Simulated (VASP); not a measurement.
Here is a VASP 6.6.1 calculation.

INCAR

```
ALGO = Normal
DIPOL = 0.5 0.5 0.500
EDIFF = 1E-6
ENCUT = 520
GGA = PE
IDIPOL = 3
ISIF = 2
ISMEAR = 0
IVDW = 12
LASPH = T
LCHARG = F
LDIPOL = T
LREAL = F
LWAVE = F
NBANDS = 26
NELM = 60
PREC = Accurate
SIGMA = 0.02
```

KPOINTS

```
k-points
0
Gamma
  12 12 1
```

POSCAR

```
BN
1.0
    2.5071210957      0.0000000000      0.0000000000
   -1.2535605478      2.1712305592      0.0000000000
    0.0000000000      0.0000000000     45.8423717808
B N
4 4
Direct
    0.6666666667      0.3333333333      0.3911371990
    0.3333333333      0.6666666667      0.4638427203
    0.6666666667      0.3333333333      0.5361572797
    0.3333333333      0.6666666667      0.6088628010
    0.3333333333      0.6666666667      0.3911009278
    0.6666666667      0.3333333333      0.4638406344
    0.3333333333      0.6666666667      0.5361593656
    0.6666666667      0.3333333333      0.6088990722
```

Potentials or basis: VASP PAW PBE potentials, release 64 (B, N).

Launch:

```bash
$ cat potpaw_PBE.64/B/POTCAR potpaw_PBE.64/N/POTCAR > POTCAR
$ mpirun -np 1 vasp_std > vasp.out
```

(1) Predict the dispersion energy per atom.

(2) What does it give for the band gap on the k mesh?

Results:

(1) -0.123 eV.

(2) 4.32 eV (least direct gap 4.67 eV).
